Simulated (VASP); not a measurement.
# Pb (Fd-3m) in VASP: settings compared

Pb is run at these levels: PBE, LDA, PBEsol; tasks: single point.

Everything below comes from runs of VASP 6.6.1. Logs are shortened: lines on timing, memory, paths and dates and some standing lists are left out, and cuts for length are marked.

## Step 1: The cell of the first run

Symmetry: Fd-3m, No. 227, cubic system. Conventional cell: a = 6.924 Å, b = 6.924 Å, c = 6.924 Å, α = 90.00°, β = 90.00°, γ = 90.00°. Within 3.9 Å of Pb (site symmetry -43m) lie 4 Pb at 3.00 Å.

## Step 2: Single point, PBE

The input, INCAR:

```
SYSTEM = Pb
ALGO = Normal
EDIFF = 1E-6
ENCUT = 520
GGA = PE
ISIF = 2
ISMEAR = -1
LASPH = .TRUE.
LCHARG = .FALSE.
LREAL = .FALSE.
LWAVE = .FALSE.
NBANDS = 21
NELM = 60
PREC = Accurate
SIGMA = 0.05
```

The input, KPOINTS:

```
k-points
0
G
  7 7 7
  0 0 0
```

The input, POSCAR:

```
Pb
1.0
    0.0000000000      3.4617755540      3.4617755540
    3.4617755540      0.0000000000      3.4617755540
    3.4617755540      3.4617755540      0.0000000000
Pb
2
Direct
    0.2500000000      0.2500000000      0.2500000000
    0.0000000000      0.0000000000      0.0000000000
```

Potentials or basis: VASP PAW PBE potentials, release 64 (Pb_d).

Command:

```sh
> cat potpaw_PBE.64/Pb_d/POTCAR > POTCAR
> mpirun -np 1 vasp_std > vasp.out
```

OUTCAR:

```text
SYSTEM = Pb
   EDIFF = 1E-6
   ENCUT = 520
   GGA = PE
   ISIF = 2
   ISMEAR = -1
   LASPH = .TRUE.
   LREAL = .FALSE.
   NELM = 60
   PREC = Accurate

 ion  position               nearest neighbor table
   1  0.250  0.250  0.250-   2 3.00   2 3.00   2 3.00   2 3.00
   2  0.000  0.000  0.000-   1 3.00   1 3.00   1 3.00   1 3.00

  LATTYP: Found a face centered cubic cell.
 ALAT       =     6.9235511080

  Lattice vectors:

 A1 = (   0.0000000000,   3.4617755540,   3.4617755540)
 A2 = (   3.4617755540,   0.0000000000,   3.4617755540)
 A3 = (   3.4617755540,   3.4617755540,   0.0000000000)

Analysis of symmetry for initial positions (statically):
=====================================================================
 Subroutine PRICEL returns:
 Original cell was already a primitive cell.

 Routine SETGRP: Setting up the symmetry group for a
 face centered cubic supercell.

 Subroutine GETGRP returns: Found 48 space group operations
 (whereof 24 operations were pure point group operations)
 out of a pool of 48 trial point group operations.

The static configuration has the point symmetry T_d .
 The point group associated with its full space group is O_h .

Analysis of symmetry for dynamics (positions and initial velocities):
=====================================================================
 Subroutine PRICEL returns:
 Original cell was already a primitive cell.

 Routine SETGRP: Setting up the symmetry group for a
 face centered cubic supercell.

 Subroutine GETGRP returns: Found 48 space group operations
 (whereof 24 operations were pure point group operations)
 out of a pool of 48 trial point group operations.

The dynamic configuration has the point symmetry T_d .
 The point group associated with its full space group is O_h .

 Subroutine INISYM returns: Found 48 space group operations
 (whereof 24 operations are pure point group operations),
 and found     1 'primitive' translations

----------------------------------------------------------------------------------------

                                     Primitive cell

  volume of cell :      82.9711

  direct lattice vectors                    reciprocal lattice vectors
     0.000000000  3.461775554  3.461775554    -0.144434552  0.144434552  0.144434552
     3.461775554  0.000000000  3.461775554     0.144434552 -0.144434552  0.144434552
     3.461775554  3.461775554  0.000000000     0.144434552  0.144434552 -0.144434552

  length of vectors
     4.895689938  4.895689938  4.895689938     0.250167982  0.250167982  0.250167982

  position of ions in fractional coordinates (direct lattice)
     0.250000000  0.250000000  0.250000000
     0.000000000  0.000000000  0.000000000

  ion indices of the primitive-cell ions
   primitive index   ion index
                 1           1
                 2           2

----------------------------------------------------------------------------------------

 KPOINTS: k-points

Automatic generation of k-mesh.
 Grid dimensions read from file:
 generate k-points for:    7    7    7

 Generating k-lattice:

  Cartesian coordinates                     Fractional coordinates (reciprocal lattice)
    -0.020633507  0.020633507  0.020633507     0.142857143  0.000000000  0.000000000
     0.020633507 -0.020633507  0.020633507     0.000000000  0.142857143  0.000000000
     0.020633507  0.020633507 -0.020633507     0.000000000  0.000000000  0.142857143

  Length of vectors
     0.035738283  0.035738283  0.035738283

  Shift w.r.t. Gamma in fractional coordinates (k-lattice)
     0.000000000  0.000000000  0.000000000

 Subroutine IBZKPT returns following result:
 ===========================================

 Found     20 irreducible k-points:

 Following reciprocal coordinates:
            Coordinates               Weight
  0.000000  0.000000  0.000000      1.000000
  0.142857  0.000000  0.000000      8.000000
  0.285714  0.000000  0.000000      8.000000
  0.428571  0.000000  0.000000      8.000000
  0.142857  0.142857  0.000000      6.000000
  0.285714  0.142857  0.000000     24.000000
[... 12 lines left out ...]
 -0.428571  0.428571  0.142857     24.000000
 -0.285714  0.428571  0.142857     24.000000
   k-points           NKPTS =     20   k-points in BZ     NKDIM =     20   number of bands    NBANDS=     21
   number of dos      NEDOS =    301   number of ions     NIONS =      2
   total plane-waves  NPLWV =  46656
   dimension x,y,z NGX =    36 NGY =   36 NGZ =   36
   dimension x,y,z NGXF=    72 NGYF=   72 NGZF=   72
   ions per type =               2
   NGX,Y,Z   is equivalent  to a cutoff of  12.22, 12.22, 12.22 a.u.
   NGXF,Y,Z  is equivalent  to a cutoff of  24.45, 24.45, 24.45 a.u.
 SYSTEM =  Pb
   PREC   = accura    normal or accurate (medium, high low for compatibility)
   ISTART =      0    job   : 0-new  1-cont  2-samecut
   ICHARG =      2    charge: 1-file 2-atom 10-const
   ISPIN  =      1    spin polarized calculation?
   LNONCOLLINEAR =      F non collinear calculations
   LSORBIT =      F    spin-orbit coupling
   LASPH  =      T    aspherical Exc in radial PAW
   ENCUT  =  520.0 eV  38.22 Ry    6.18 a.u.   9.10  9.10  9.10*2*pi/ulx,y,z
   NELM   =     60;   NELMIN=  2; NELMDL= -5     # of ELM steps
   EDIFF  = 0.1E-05   stopping-criterion for ELM
   LREAL  =      F    real-space projection
   EDIFFG = 0.1E-04   stopping-criterion for IOM
   NSW    =      0    number of steps for IOM
   IBRION =     -1    ionic relax: 0-MD 1-quasi-New 2-CG
   NFREE  =      0    steps in history (QN), initial steepest desc. (CG)
   ISIF   =      2    stress and relaxation
   ISYM   =      2    0-nonsym 1-usesym 2-fastsym
   POTIM  = 0.5000    time-step for ionic-motion
   TEBEG  =    0.0;   TEEND  =   0.0 temperature during run
   PSTRESS=    0.0 pullay stress
   NELECT =      28.0000    total number of electrons
   NUPDOWN=      -1.0000    fix difference up-down
   EMIN   =  10.00;   EMAX   =-10.00  energy-range for DOS
   EFERMI =   0.00;   METHOD = LEGACY
   ISMEAR =    -1;   SIGMA  =   0.05  broadening in eV -4-tet -1-fermi 0-gaus
   EFERMI_NEDOS =   21; number of points for ismear=-14 and -15
   IALGO  =     38    algorithm
   IMIX   =      4    mixing-type and parameters
     AMIX     =   0.40;   BMIX     =  1.00
     AMIX_MAG =   1.60;   BMIX_MAG =  1.00
  volume/ion in A,a.u.               =      41.49       279.96
  Fermi-wavevector in a.u.,A,eV,Ry     =   1.139774  2.153860 17.675110  1.299084
  Thomas-Fermi vector in A             =   2.276477
   LORBIT       =      0    0 simple, 1 ext, 2 COOP (PROOUT), +10 PAW based schemes
   GGA     = PE    functional components
   LHFCALC =     F    Hartree Fock is set to
   AEXX    =    0.0000 exact exchange contribution
   IVDW    =     0    specifies the selected vdW correction
   LEPSILON=     F    determine dielectric tensor
   LRPA    =     F    only Hartree local field effects (RPA)
 non-spin polarized calculation
  energy-cutoff  :      520.00
  volume of cell :       82.97
 maximum number of plane-waves:      2247
   NGX = 19   NGY = 19   NGZ = 19

 number of electron      27.9999990 magnetization

 Free energy of the ion-electron system (eV)
  ---------------------------------------------------
  ext. energy  EPLUGINS =         0.00000000
  ---------------------------------------------------
  free energy    TOTEN  =        -6.58409464 eV

  energy without entropy =       -6.57796442  energy(sigma->0) =       -6.58102953

 E-fermi :   4.1674     XC(G=0):  -8.3405

 val. band max:        4.1359351688   @ k =  -0.1429   0.1429   0.0000
 cond. band min:       4.1886495926   @ k =   0.1429   0.0000   0.0000
 fundamental gap:      0.0527144238
 Fermi energy:         4.1673821877

 k-point     1 :       0.0000    0.0000    0.0000
  band No.  band energies     occupation
      1     -12.9942      2.00000
      2     -12.9942      2.00000
      3     -12.9942      2.00000
      4     -12.9211      2.00000
      5     -12.9211      2.00000
      6     -12.5120      2.00000
[... 13 lines left out ...]
     20      12.1449      0.00000
     21      12.1449      0.00000

 k-point     2 :       0.1429    0.0000    0.0000
  band No.  band energies     occupation
      1     -13.0118      2.00000
      2     -13.0118      2.00000
      3     -12.9897      2.00000
      4     -12.8955      2.00000
      5     -12.8955      2.00000
      6     -12.5424      2.00000
[... 13 lines left out ...]
     20      11.3850      0.00000
     21      11.3850      0.00000

 k-point     3 :       0.2857    0.0000    0.0000
  band No.  band energies     occupation
      1     -13.0315      2.00000
      2     -13.0315      2.00000
      3     -12.9793      2.00000
      4     -12.8604      2.00000
      5     -12.8604      2.00000
      6     -12.5719      2.00000
[... 13 lines left out ...]
     20      11.3558      0.00000
     21      11.3558      0.00000

 k-point     4 :       0.4286    0.0000    0.0000
  band No.  band energies     occupation
      1     -13.0397      2.00000
      2     -13.0397      2.00000
      3     -12.9704      2.00000
      4     -12.8432      2.00000
      5     -12.8432      2.00000
      6     -12.5840      2.00000
[... 13 lines left out ...]
     20      12.2338      0.00000
     21      12.2338      0.00000

 k-point     5 :       0.1429    0.1429    0.0000
  band No.  band energies     occupation
      1     -13.0091      2.00000
      2     -13.0081      2.00000
      3     -13.0081      2.00000
      4     -12.8994      2.00000
      5     -12.8681      2.00000
      6     -12.5969      2.00000
[... 13 lines left out ...]
     20      10.2850      0.00000
     21      12.6083      0.00000
[... 286 lines left out ...]
     20      11.8078      0.00000
     21      12.5623      0.00000

 k-point    18 :      -0.4286    0.2857    0.1429
  band No.  band energies     occupation
      1     -13.0797      2.00000
      2     -13.0611      2.00000
      3     -12.9078      2.00000
      4     -12.8027      2.00000
      5     -12.7613      2.00000
      6     -12.7058      2.00000
[... 13 lines left out ...]
     20      12.1451      0.00000
     21      12.6566      0.00000

 k-point    19 :      -0.4286    0.4286    0.1429
  band No.  band energies     occupation
      1     -13.0737      2.00000
      2     -13.0710      2.00000
      3     -12.8982      2.00000
      4     -12.8066      2.00000
      5     -12.7562      2.00000
      6     -12.6847      2.00000
[... 13 lines left out ...]
     20      12.4342      0.00000
     21      13.7584      0.00000

 k-point    20 :      -0.2857    0.4286    0.1429
  band No.  band energies     occupation
      1     -13.0887      2.00000
      2     -13.0721      2.00000
      3     -12.8673      2.00000
      4     -12.7782      2.00000
      5     -12.7434      2.00000
      6     -12.7021      2.00000
[... 13 lines left out ...]
     20      12.6277      0.00000
     21      13.7406      0.00000

------------------------ aborting loop because EDIFF is reached ----------------------------------------

  FORCE on cell =-STRESS in cart. coord.  units (eV):
  Direction    XX          YY          ZZ          XY          YZ          ZX
  --------------------------------------------------------------------------------------
  -------------------------------------------------------------------------------------
  Total        0.8601651      0.8601651      0.8601651     -0.0000000      0.0000000     -0.0000000
  in kB       16.6098499     16.6098499     16.6098499     -0.0000000      0.0000000     -0.0000000
  external PRESSURE =      16.6098499 kB  Pullay stress =       0.0000000 kB

 VOLUME and BASIS-vectors are now :
 -----------------------------------------------------------------------------
  energy-cutoff  :      520.00
  volume of cell :       82.97
      direct lattice vectors                 reciprocal lattice vectors
     0.000000000  3.461775554  3.461775554    -0.144434552  0.144434552  0.144434552
     3.461775554  0.000000000  3.461775554     0.144434552 -0.144434552  0.144434552
     3.461775554  3.461775554  0.000000000     0.144434552  0.144434552 -0.144434552

 POSITION                                       TOTAL-FORCE (eV/Angst)
 -----------------------------------------------------------------------------------
      1.73089      1.73089      1.73089        -0.000000     -0.000000     -0.000000
      0.00000      0.00000      0.00000         0.000000      0.000000      0.000000
 -----------------------------------------------------------------------------------
    total drift:                                0.000000      0.000000      0.000000

  FREE ENERGIE OF THE ION-ELECTRON SYSTEM (eV)
  ---------------------------------------------------
  free  energy   TOTEN  =        -6.5840946386 eV

  energy  without entropy=       -6.5779644167  energy(sigma->0) =       -6.58102953
```

It took 48 s on 1 thread of AMD EPYC 7R43 (Zen 3), shared host; peak memory 0.16 GiB.

Results:

| Item | Value |
| --- | --- |
| Free energy | -6.5841 eV |
| Pressure | 1.7 GPa |
| Band gap on the k mesh | zero (band 14 reaches 4.56 eV, above the bottom of band 15 at 3.48 eV) |

Levels at points of the mesh, in eV from the Fermi level:
```
           k point  band 12  band 13  band 14  band 15  band 16  band 17
(0.00, 0.00, 0.00)    -4.03     0.39     0.39     0.39     2.39     2.39
```

Caveat: spin-orbit coupling is left out, which moves the levels of the heavy elements.

## Step 3: Single point, LDA

This run uses another cell than the first one, of 42.30 Å³/atom, 1.020 times its volume.

The input, INCAR:

```
  ALGO = Fast
  EDIFF = 1E-6
  ENCUT = 520
  ISIF = 2
  ISMEAR = -1
  LASPH = T
  LCHARG = F
  LREAL = F
  LWAVE = F
  NBANDS = 21
  NELM = 60
  PREC = Accurate
  SIGMA = 0.05
```

The input, KPOINTS:

```
k-points
0
Gamma
  7 7 7
```

The input, POSCAR:

```
Pb
1.0
    0.0000000000      3.4842552460      3.4842552460
    3.4842552460      0.0000000000      3.4842552460
    3.4842552460      3.4842552460      0.0000000000
Pb
2
Direct
    0.2500000000      0.2500000000      0.2500000000
    0.0000000000      0.0000000000      0.0000000000
```

Potentials or basis: VASP PAW LDA potentials, release 64 (Pb_d).

Command:

```sh
> cat potpaw_LDA.64/Pb_d/POTCAR > POTCAR
> mpirun -np 1 vasp_std > vasp.out
```

It took 58 s on 1 thread of AMD EPYC 7R43 (Zen 3), shared host; peak memory 0.16 GiB.

The run converged. Its results:

```yaml
Free_energy: -7.8637 eV
Pressure: -1.8 GPa
Band_gap_on_the_k_mesh: zero (band 14 reaches 4.08 eV, above the bottom of band 15 at 3.03 eV)
```

Levels at points of the mesh, in eV from the Fermi level:
| k point | band 11 | band 12 | band 13 | band 14 | band 15 | band 16 | band 17 | band 18 |
| --- | --- | --- | --- | --- | --- | --- | --- | --- |
| (0.00, 0.00, 0.00) | -10.93 | -4.16 | 0.38 | 0.38 | 0.38 | 2.36 | 2.36 | 2.36 |

Caveat: spin-orbit coupling is left out, which moves the levels of the heavy elements.

(Part 1 of 2 ends here.)
